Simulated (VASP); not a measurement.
# ZrC (I4/mmm) in VASP: notebook

The runs below take ZrC through single point, with PBE.

All numbers are computed with VASP 6.6.1; they aren't measurements. Logs are shortened: lines on timing, memory, paths and dates and some standing lists are left out, and cuts for length are marked.

**1. The cell of the first run**

It takes space group I4/mmm (No. 139, tetragonal). Conventional cell: a = 3.191 Å, b = 3.191 Å, c = 4.888 Å, α = 90.00°, β = 90.00°, γ = 90.00°. Zr (site symmetry 4/mmm) has 6 C at 2.26 to 2.44 Å within 3.0 Å. Within 3.0 Å of C (site symmetry 4/mmm) lie 6 Zr at 2.26 to 2.44 Å.

**2. Single point, PBE (strain -0.040 along x and y, +0.040 along z)**

INCAR

```
  ALGO = Normal
  EDIFF = 1E-6
  ENCUT = 520
  GGA = PE
  ISIF = 2
  ISMEAR = 0
  LASPH = T
  LCHARG = F
  LREAL = F
  LWAVE = F
  NBANDS = 15
  NELM = 80
  PREC = Accurate
  SIGMA = 0.15
```

KPOINTS

```
k-points
0
Gamma
  18 18 18
```

POSCAR

```
ZrC
1.0
    0.0000000000      2.2562016000      2.4442184000
    2.2562016000      0.0000000000      2.4442184000
    2.2562016000      2.2562016000      0.0000000000
Zr C
1 1
Direct
    0.5000000000      0.5000000000      0.5000000000
    0.0000000000      0.0000000000      0.0000000000
```

Potentials or basis: VASP PAW PBE potentials, release 64 (Zr_sv, C).

Command:

```
$ cat potpaw_PBE.64/Zr_sv/POTCAR potpaw_PBE.64/C/POTCAR > POTCAR
$ mpirun -np 1 vasp_std > vasp.out
```

OUTCAR:

```text
EDIFF = 1E-6
   ENCUT = 520
   GGA = PE
   ISIF = 2
   ISMEAR = 0
   LASPH = T
   LREAL = F
   NELM = 80
   PREC = Accurate

 ion  position               nearest neighbor table
   1  0.500  0.500  0.500-   2 2.26   2 2.26   2 2.26   2 2.26   2 2.44   2 2.44
   2  0.000  0.000  0.000-   1 2.26   1 2.26   1 2.26   1 2.26   1 2.44   1 2.44

  LATTYP: Found a body centered tetragonal cell.
 ALAT       =     3.1907509022
 C/A-ratio  =     1.5320646926

  Lattice vectors:

 A1 = (  -2.2562016000,   0.0000000000,   2.4442184000)
 A2 = (   2.2562016000,   0.0000000000,   2.4442184000)
 A3 = (   0.0000000000,   2.2562016000,  -2.4442184000)

Analysis of symmetry for initial positions (statically):
=====================================================================
 Subroutine PRICEL returns:
 Original cell was already a primitive cell.

 Routine SETGRP: Setting up the symmetry group for a
 body centered tetragonal supercell.

 Subroutine GETGRP returns: Found 16 space group operations
 (whereof 16 operations were pure point group operations)
 out of a pool of 16 trial point group operations.

The static configuration has the point symmetry D_4h.

Analysis of symmetry for dynamics (positions and initial velocities):
=====================================================================
 Subroutine PRICEL returns:
 Original cell was already a primitive cell.

 Routine SETGRP: Setting up the symmetry group for a
 body centered tetragonal supercell.

 Subroutine GETGRP returns: Found 16 space group operations
 (whereof 16 operations were pure point group operations)
 out of a pool of 16 trial point group operations.

The dynamic configuration has the point symmetry D_4h.

 Subroutine INISYM returns: Found 16 space group operations
 (whereof 16 operations are pure point group operations),
 and found     1 'primitive' translations

----------------------------------------------------------------------------------------

                                     Primitive cell

  volume of cell :      24.8843

  direct lattice vectors                    reciprocal lattice vectors
     0.000000000  2.256201600  2.444218400    -0.221611402  0.221611402  0.204564371
     2.256201600  0.000000000  2.444218400     0.221611402 -0.221611402  0.204564371
     2.256201600  2.256201600  0.000000000     0.221611402  0.221611402 -0.204564371

  length of vectors
     3.326356753  3.326356753  3.190750902     0.374259013  0.374259013  0.374259013

  position of ions in fractional coordinates (direct lattice)
     0.500000000  0.500000000  0.500000000
     0.000000000  0.000000000  0.000000000

  ion indices of the primitive-cell ions
   primitive index   ion index
                 1           1
                 2           2

----------------------------------------------------------------------------------------

 KPOINTS: k-points

Automatic generation of k-mesh.
 Grid dimensions read from file:
 generate k-points for:   18   18   18

 Generating k-lattice:

  Cartesian coordinates                     Fractional coordinates (reciprocal lattice)
    -0.012311745  0.012311745  0.011364687     0.055555556  0.000000000  0.000000000
     0.012311745 -0.012311745  0.011364687     0.000000000  0.055555556  0.000000000
     0.012311745  0.012311745 -0.011364687    -0.000000000 -0.000000000  0.055555556

  Length of vectors
     0.020792167  0.020792167  0.020792167

  Shift w.r.t. Gamma in fractional coordinates (k-lattice)
     0.000000000  0.000000000  0.000000000

 Subroutine IBZKPT returns following result:
 ===========================================

 Found    480 irreducible k-points:

 Following reciprocal coordinates:
            Coordinates               Weight
  0.000000  0.000000  0.000000      1.000000
  0.055556 -0.000000  0.000000      8.000000
  0.111111 -0.000000  0.000000      8.000000
  0.166667  0.000000  0.000000      8.000000
  0.222222  0.000000  0.000000      8.000000
  0.277778  0.000000  0.000000      8.000000
[... 16 lines left out ...]
 -0.277778  0.055556  0.000000      8.000000
 -0.222222  0.055556  0.000000      8.000000
 [... further k-points ...]
   k-points           NKPTS =    480   k-points in BZ     NKDIM =    480   number of bands    NBANDS=     15
   number of dos      NEDOS =    301   number of ions     NIONS =      2
   total plane-waves  NPLWV =  18816
   dimension x,y,z NGX =    28 NGY =   28 NGZ =   24
   dimension x,y,z NGXF=    56 NGYF=   56 NGZF=   48
   ions per type =               1   1
   NGX,Y,Z   is equivalent  to a cutoff of  13.99, 13.99, 12.50 a.u.
   NGXF,Y,Z  is equivalent  to a cutoff of  27.99, 27.99, 25.01 a.u.
 SYSTEM =  unknown system
   PREC   = accura    normal or accurate (medium, high low for compatibility)
   ISTART =      0    job   : 0-new  1-cont  2-samecut
   ICHARG =      2    charge: 1-file 2-atom 10-const
   ISPIN  =      1    spin polarized calculation?
   LNONCOLLINEAR =      F non collinear calculations
   LSORBIT =      F    spin-orbit coupling
   LASPH  =      T    aspherical Exc in radial PAW
   ENCUT  =  520.0 eV  38.22 Ry    6.18 a.u.   6.18  6.18  5.93*2*pi/ulx,y,z
   NELM   =     80;   NELMIN=  2; NELMDL= -5     # of ELM steps
   EDIFF  = 0.1E-05   stopping-criterion for ELM
   LREAL  =      F    real-space projection
   EDIFFG = 0.1E-04   stopping-criterion for IOM
   NSW    =      0    number of steps for IOM
   IBRION =     -1    ionic relax: 0-MD 1-quasi-New 2-CG
   NFREE  =      0    steps in history (QN), initial steepest desc. (CG)
   ISIF   =      2    stress and relaxation
   ISYM   =      2    0-nonsym 1-usesym 2-fastsym
   POTIM  = 0.5000    time-step for ionic-motion
   TEBEG  =    0.0;   TEEND  =   0.0 temperature during run
   PSTRESS=    0.0 pullay stress
   NELECT =      16.0000    total number of electrons
   NUPDOWN=      -1.0000    fix difference up-down
   EMIN   =  10.00;   EMAX   =-10.00  energy-range for DOS
   EFERMI =   0.00;   METHOD = LEGACY
   ISMEAR =     0;   SIGMA  =   0.15  broadening in eV -4-tet -1-fermi 0-gaus
   EFERMI_NEDOS =   21; number of points for ismear=-14 and -15
   IALGO  =     38    algorithm
   IMIX   =      4    mixing-type and parameters
     AMIX     =   0.40;   BMIX     =  1.00
     AMIX_MAG =   1.60;   BMIX_MAG =  1.00
  volume/ion in A,a.u.               =      12.44        83.96
  Fermi-wavevector in a.u.,A,eV,Ry     =   1.412992  2.670167 27.164644  1.996545
  Thomas-Fermi vector in A             =   2.534683
   LORBIT       =      0    0 simple, 1 ext, 2 COOP (PROOUT), +10 PAW based schemes
   GGA     = PE    functional components
   LHFCALC =     F    Hartree Fock is set to
   AEXX    =    0.0000 exact exchange contribution
   IVDW    =     0    specifies the selected vdW correction
   LEPSILON=     F    determine dielectric tensor
   LRPA    =     F    only Hartree local field effects (RPA)
 non-spin polarized calculation
 Gauss-broadening in eV      SIGMA  =   0.15
  energy-cutoff  :      520.00
  volume of cell :       24.88
 maximum number of plane-waves:       684
 NGX is ok and might be reduce to    28
   NGX = 13   NGY = 13   NGZ = 11

 number of electron      16.0000000 magnetization

 Free energy of the ion-electron system (eV)
  ---------------------------------------------------
  ext. energy  EPLUGINS =         0.00000000
  ---------------------------------------------------
  free energy    TOTEN  =       -19.28013062 eV

  energy without entropy =      -19.27690037  energy(sigma->0) =      -19.27851549

 E-fermi :  10.1585     XC(G=0): -12.3320

 val. band max:       10.1555535348   @ k =   0.3889   0.0556   0.3333
 cond. band min:      10.1643310021   @ k =  -0.0556   0.0556   0.0000
 fundamental gap:      0.0087774673
 Fermi energy:        10.1585161990

 k-point     1 :       0.0000    0.0000    0.0000
  band No.  band energies     occupation
      1     -37.8080      2.00000
      2     -15.5488      2.00000
      3     -15.4676      2.00000
      4     -15.4676      2.00000
      5      -1.3502      2.00000
      6      10.6868      0.00000
      7      10.7708      0.00000
      8      11.2045      0.00000
      9      11.2045      0.00000
     10      11.5353      0.00000
     11      11.5353      0.00000
     12      12.2620      0.00000
     13      13.5253      0.00000
     14      18.3259      0.00000
     15      20.7157      0.00000

 k-point     2 :       0.0556   -0.0000    0.0000
  band No.  band energies     occupation
      1     -37.8043      2.00000
      2     -15.5622      2.00000
      3     -15.4922      2.00000
      4     -15.4685      2.00000
      5      -1.2733      2.00000
      6      10.2588      0.34440
      7      10.3459      0.07734
      8      10.7785      0.00000
      9      11.2786      0.00000
     10      11.6665      0.00000
     11      11.8416      0.00000
     12      12.7274      0.00000
     13      13.9704      0.00000
     14      18.4786      0.00000
     15      20.9232      0.00000

 k-point     3 :       0.1111   -0.0000    0.0000
  band No.  band energies     occupation
      1     -37.7935      2.00000
      2     -15.6294      2.00000
      3     -15.5330      2.00000
      4     -15.4710      2.00000
      5      -1.0490      2.00000
      6       9.4360      2.00000
      7       9.6882      1.99999
      8      10.0471      1.70648
      9      11.5199      0.00000
     10      11.8861      0.00000
     11      12.1967      0.00000
     12      13.6400      0.00000
     13      14.9267      0.00000
     14      18.8887      0.00000
     15      21.5051      0.00000

 k-point     4 :       0.1667    0.0000    0.0000
  band No.  band energies     occupation
      1     -37.7770      2.00000
      2     -15.7638      2.00000
      3     -15.5605      2.00000
      4     -15.4749      2.00000
      5      -0.6962      2.00000
      6       8.5687      2.00000
      7       9.0017      2.00000
      8       9.3101      2.00000
      9      11.9133      0.00000
     10      12.2064      0.00000
     11      12.5007      0.00000
     12      14.6712      0.00000
     13      16.0636      0.00000
     14      19.4280      0.00000
     15      22.3364      0.00000
[... 307 lines left out ...]
 k-point    22 :      -0.3333    0.0556    0.0000
  band No.  band energies     occupation
      1     -37.7044      2.00000
      2     -16.3248      2.00000
      3     -15.6716      2.00000
      4     -15.4797      2.00000
      5       1.1143      2.00000
      6       5.7764      2.00000
      7       7.3472      2.00000
      8       7.3783      2.00000
      9      13.6383      0.00000
     10      13.7120      0.00000
     11      14.7602      0.00000
     12      17.2614      0.00000
     13      19.5861      0.00000
     14      20.5989      0.00000
     15      24.2624      0.00000

 k-point    23 :      -0.2778    0.0556    0.0000
  band No.  band energies     occupation
      1     -37.7233      2.00000
      2     -16.1820      2.00000
      3     -15.6509      2.00000
      4     -15.4720      2.00000
      5       0.5773      2.00000
      6       6.5204      2.00000
      7       7.7166      2.00000
      8       7.7204      2.00000
      9      13.1041      0.00000
     10      13.1910      0.00000
     11      14.0544      0.00000
     12      16.3696      0.00000
     13      19.5699      0.00000
     14      20.1765      0.00000
     15      24.0601      0.00000

 k-point    24 :      -0.2222    0.0556    0.0000
  band No.  band energies     occupation
      1     -37.7446      2.00000
      2     -16.0153      2.00000
      3     -15.6265      2.00000
      4     -15.4661      2.00000
      5       0.0453      2.00000
      6       7.3410      2.00000
      7       8.1846      2.00000
      8       8.1912      2.00000
      9      12.6032      0.00000
     10      12.7656      0.00000
     11      13.3839      0.00000
     12      15.3599      0.00000
     13      18.4062      0.00000
     14      20.2922      0.00000
     15      23.5390      0.00000

 [... further k-points ...]

------------------------ aborting loop because EDIFF is reached ----------------------------------------

  FORCE on cell =-STRESS in cart. coord.  units (eV):
  Direction    XX          YY          ZZ          XY          YZ          ZX
  --------------------------------------------------------------------------------------
  -------------------------------------------------------------------------------------
  Total        3.9974058      3.9974058     -1.0621917      0.0000000      0.0000000     -0.0000000
  in kB      257.3730163    257.3730163    -68.3892226      0.0000000      0.0000000     -0.0000000
  external PRESSURE =     148.7856033 kB  Pullay stress =       0.0000000 kB

 VOLUME and BASIS-vectors are now :
 -----------------------------------------------------------------------------
  energy-cutoff  :      520.00
  volume of cell :       24.88
      direct lattice vectors                 reciprocal lattice vectors
     0.000000000  2.256201600  2.444218400    -0.221611402  0.221611402  0.204564371
     2.256201600  0.000000000  2.444218400     0.221611402 -0.221611402  0.204564371
     2.256201600  2.256201600  0.000000000     0.221611402  0.221611402 -0.204564371

 POSITION                                       TOTAL-FORCE (eV/Angst)
 -----------------------------------------------------------------------------------
      2.25620      2.25620      2.44422        -0.000000     -0.000000      0.000000
      0.00000      0.00000      0.00000         0.000000      0.000000      0.000000
 -----------------------------------------------------------------------------------
    total drift:                                0.000000      0.000000      0.000000

  FREE ENERGIE OF THE ION-ELECTRON SYSTEM (eV)
  ---------------------------------------------------
  free  energy   TOTEN  =       -19.2801306155 eV

  energy  without entropy=      -19.2769003682  energy(sigma->0) =      -19.27851549
```

It took 70 s on 1 thread of Intel Xeon 6975P-C (Granite Rapids), shared host; peak memory 0.3 GiB.

What came out:

```
Free energy            : -19.2801 eV
Pressure               : 14.9 GPa
Band gap on the k mesh : zero (bands 8 and 9 overlap by 1.51 eV)
```

Stress tensor (GPa, compression positive):
```
25.74  0.00  0.00
 0.00 25.74  0.00
 0.00  0.00 -6.84
```

Caveat: the cell differs from its parent crystal (strain -0.040 along x and y, +0.040 along z); the cell stands under pressure.

**3. Single point, PBE (strain -0.040 along x and y, +0.080 along z)**

INCAR

```
SYSTEM = ZrC
PREC     = Accurate       ! precision mode
ENCUT    = 520            ! plane-wave cutoff, eV
EDIFF    = 1E-7           ! SCF threshold, eV
ISMEAR   = 0              ! smearing method
SIGMA    = 0.15           ! smearing width, eV
LREAL    = .False.        ! projectors in reciprocal space
LASPH    = .True.         ! aspherical terms in the spheres
NELM     = 60             ! most SCF steps
ALGO     = Normal         ! electronic algorithm
ISIF     = 2              ! what is computed and relaxed
LWAVE    = .False.        ! write WAVECAR
LCHARG   = .False.        ! write CHGCAR
GGA      = PE             ! functional
NBANDS   = 15             ! bands
```

KPOINTS

```
Automatic mesh
0
Gamma
  18 18 18
  0 0 0
```

POSCAR

```
ZrC
1.0
    0.0000000000      2.2562016000      2.5382268000
    2.2562016000      0.0000000000      2.5382268000
    2.2562016000      2.2562016000      0.0000000000
Zr C
1 1
Direct
    0.5000000000      0.5000000000      0.5000000000
    0.0000000000      0.0000000000      0.0000000000
```

Potentials or basis: VASP PAW PBE potentials, release 64 (Zr_sv, C).

Command:

```
$ cat potpaw_PBE.64/Zr_sv/POTCAR potpaw_PBE.64/C/POTCAR > POTCAR
$ mpirun -np 1 vasp_std > vasp.out
```

OUTCAR:

```text
SYSTEM = ZrC
   PREC = Accurate
   ENCUT = 520
   EDIFF = 1E-7
   ISMEAR = 0
   LREAL = .False.
   LASPH = .True.
   NELM = 60
   ISIF = 2
   GGA = PE

 ion  position               nearest neighbor table
   1  0.500  0.500  0.500-   2 2.26   2 2.26   2 2.26   2 2.26   2 2.54   2 2.54
   2  0.000  0.000  0.000-   1 2.26   1 2.26   1 2.26   1 2.26   1 2.54   1 2.54

  LATTYP: Found a body centered tetragonal cell.
 ALAT       =     3.1907509022
 C/A-ratio  =     1.5909902577

  Lattice vectors:

 A1 = (  -2.2562016000,   0.0000000000,   2.5382268000)
[... 620 lines left out ...]

  FORCE on cell =-STRESS in cart. coord.  units (eV):
  Direction    XX          YY          ZZ          XY          YZ          ZX
  --------------------------------------------------------------------------------------
  -------------------------------------------------------------------------------------
  Total        3.4710235      3.4710235     -2.8910526      0.0000000      0.0000000      0.0000000
  in kB      215.2047769    215.2047769   -179.2463640      0.0000000      0.0000000      0.0000000
  external PRESSURE =      83.7210633 kB  Pullay stress =       0.0000000 kB

 VOLUME and BASIS-vectors are now :
 -----------------------------------------------------------------------------
  energy-cutoff  :      520.00
  volume of cell :       25.84
      direct lattice vectors                 reciprocal lattice vectors
     0.000000000  2.256201600  2.538226800    -0.221611402  0.221611402  0.196987913
     2.256201600  0.000000000  2.538226800     0.221611402 -0.221611402  0.196987913
     2.256201600  2.256201600  0.000000000     0.221611402  0.221611402 -0.196987913

 POSITION                                       TOTAL-FORCE (eV/Angst)
 -----------------------------------------------------------------------------------
      2.25620      2.25620      2.53823        -0.000000     -0.000000      0.000000
      0.00000      0.00000      0.00000         0.000000      0.000000      0.000000
 -----------------------------------------------------------------------------------
    total drift:                                0.000000      0.000000      0.000000

  FREE ENERGIE OF THE ION-ELECTRON SYSTEM (eV)
  ---------------------------------------------------
  free  energy   TOTEN  =       -19.2040393777 eV

  energy  without entropy=      -19.2006739772  energy(sigma->0) =      -19.20235668
```

stdout:

```text
POSCAR found type information on POSCAR ZrC
 POSCAR found :  2 types and       2 ions
 scaLAPACK will be used
 LDA part: xc-table for (Slater+PW92), standard interpolation
 POSCAR, INCAR and KPOINTS ok, starting setup
 FFT: planning ... GRIDC
 FFT: planning ... GRID_SOFT
 FFT: planning ... GRID
 WAVECAR not read
 entering main loop
```

It took 77 s on 1 thread of Intel Xeon 6975P-C (Granite Rapids), shared host; peak memory 0.3 GiB.

What came out:

```yaml
Free_energy: -19.2040 eV
Pressure: 8.4 GPa
Band_gap_on_the_k_mesh: zero (bands 8 and 9 overlap by 1.59 eV)
```

Levels at points of the mesh, in eV from the Fermi level:
| k point | band 5 | band 6 | band 7 | band 8 | band 9 | band 10 | band 11 | band 12 |
| --- | --- | --- | --- | --- | --- | --- | --- | --- |
| (0.00, 0.00, 0.00) | -11.40 | 0.31 | 0.52 | 1.07 | 1.07 | 1.51 | 1.51 | 1.54 |
| (0.50, 0.00, 0.00) | -8.19 | -5.38 | -3.24 | -3.01 | 4.25 | 4.87 | 5.57 | 6.33 |
| (0.50, 0.50, 0.00) | -10.32 | -2.85 | -1.71 | 0.42 | 0.42 | 4.47 | 5.54 | 5.54 |
| (0.50, 0.00, 0.50) | -10.29 | -1.83 | -1.63 | -0.38 | 0.11 | 4.13 | 4.86 | 6.35 |

Caveat: the cell differs from its parent crystal (strain -0.040 along x and y, +0.080 along z); the cell stands under pressure.

[end of part 1 of 2]
